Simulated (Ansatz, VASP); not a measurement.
## Ca: VASP beside Ansatz

INCAR

```
SYSTEM = Ca
  PREC = Accurate
  ENCUT = 520
  EDIFF = 1E-6
  ISMEAR = -1
  SIGMA = 0.1
  LREAL = .False.
  LASPH = .True.
  NELM = 100
  ALGO = Normal
  ISIF = 2
  LWAVE = .False.
  LCHARG = .True.
  GGA = CA
  LELF = .True.
  LVHAR = .True.
  NBANDS = 11
```

KPOINTS

```
Automatic mesh
0
Gamma
  11 11 11
  0 0 0
```

Contents of POSCAR:

```
Ca
1.0
    3.4565467249      0.0000000000      0.0000000000
    0.0000000000      3.4565467249      0.0000000000
    0.0000000000      0.0000000000      3.4565467249
Ca
1
Direct
    0.0000000000      0.0000000000      0.0000000000
```

Input for Ansatz:

```yaml
crystal:
  lattice:
    - [3.4565467249, 0.0, 0.0]
    - [0.0, 3.4565467249, 0.0]
    - [0.0, 0.0, 3.4565467249]
  atoms:
    - { symbol: Ca, position: [0.0, 0.0, 0.0] }
hamiltonian:
  xc: lda
  pseudopotentials:
    kind: paw
    azcp:
      Ca: "pseudopotentials/Ca.paw.azcp"
basis:
  ecutwfc: 420
  fft_grid_basis: typed
kpoints:
  mp_grid: { grid: [11, 11, 11], shift: [0, 0, 0] }
magnetization:
  spin_polarized: false
scf:
  occupations: { method: fermi_dirac, width: 0.1 }
  lower_state_search: "off"
output:
  stress: true
```

Alike in both runs: task single point; functional LDA; k mesh 11 × 11 × 11; occupations fermi-dirac, width 0.1 eV; no spin polarisation.

|  | VASP | Ansatz |
| --- | --- | --- |
| version | VASP 6.6.1 | Ansatz 0.2.0 |
| potentials or method | VASP PAW LDA potentials, release 64 (Ca_sv), cutoff 520 eV | plane waves (420 eV) with PAW, scalar-relativistic |
| valence electrons in the cell | 10 | 10 |

```csv
,VASP,Ansatz,Ansatz less VASP
pressure (GPa),-0.8,-0.8,+0.01
```

Ansatz warns that its potentials were made for another functional, while VASP's fit it. LDA's correlation is that of Perdew and Zunger in VASP and of Perdew and Wang (1992) in Ansatz.
